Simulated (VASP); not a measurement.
# SnO: single point with PBE+D3(BJ)

The system is SnO.

```
Sn O
1.0
     3.83527    0.00000    0.00000
     0.00000    3.83527    0.00000
     0.00000    0.00000    4.76055
Sn O
2 2
Direct
  0.50000 0.00000 0.24358
  0.00000 0.50000 0.75642
  0.00000 0.00000 0.00000
  0.50000 0.50000 0.00000
```

```json
{
  "Program": "VASP 6.6.1",
  "Task": "single point",
  "Functional": "PBE",
  "Dispersion": "D3(BJ)",
  "Potentials or basis": "VASP PAW PBE potentials, release 64 (Sn_d, O_h)",
  "Cutoff": "1340 eV",
  "k mesh": "6 × 6 × 6",
  "Occupations": "fermi-dirac, width 0.02 eV",
  "Spin": "no spin polarisation"
}
```

The pressure is 0.2 GPa. The largest force is 0.070 eV/Å, the band gap on the k mesh is zero (filled and empty bands overlap) and the dispersion energy per atom is -0.235 eV.

Forces on the atoms (eV/Å):
```
Sn   0.000  0.000  0.070
Sn   0.000  0.000 -0.070
O    0.000  0.000  0.000
O    0.000  0.000  0.000
```

Levels at points of the mesh, in eV from the Fermi level:
```csv
k point,band 16,band 17,band 18,band 19,band 20,band 21,band 22,band 23,band 24,band 25
"(0.00, 0.00, 0.00)",-6.08,-3.33,-3.04,-3.04,0.01,2.18,4.54,4.54,4.70,5.88
"(0.50, 0.00, 0.00)",-4.81,-4.68,-4.68,-2.66,-2.66,3.30,3.30,5.82,5.82,6.15
"(0.50, 0.50, 0.00)",-4.92,-2.39,-2.39,-1.84,-1.84,0.01,0.01,4.56,4.56,7.46
"(0.00, 0.00, 0.50)",-3.42,-3.05,-3.05,-2.99,-2.07,1.74,2.84,2.84,3.59,8.13
"(0.50, 0.00, 0.50)",-5.32,-4.63,-4.63,-1.66,-1.66,2.71,2.71,5.29,5.29,6.76
"(0.50, 0.50, 0.50)",-5.45,-2.72,-2.72,-2.39,-2.39,2.35,2.35,4.24,4.24,5.63
```

Run time: 2.5 min on 1 thread of Intel(R) Xeon(R) 6975P-C (Granite Rapids) (shared host), peak memory 0.51 GiB.

Caveat: semilocal functionals underestimate gaps, and a narrow one can read as zero; spin-orbit coupling is left out, which moves the levels of the heavy elements.
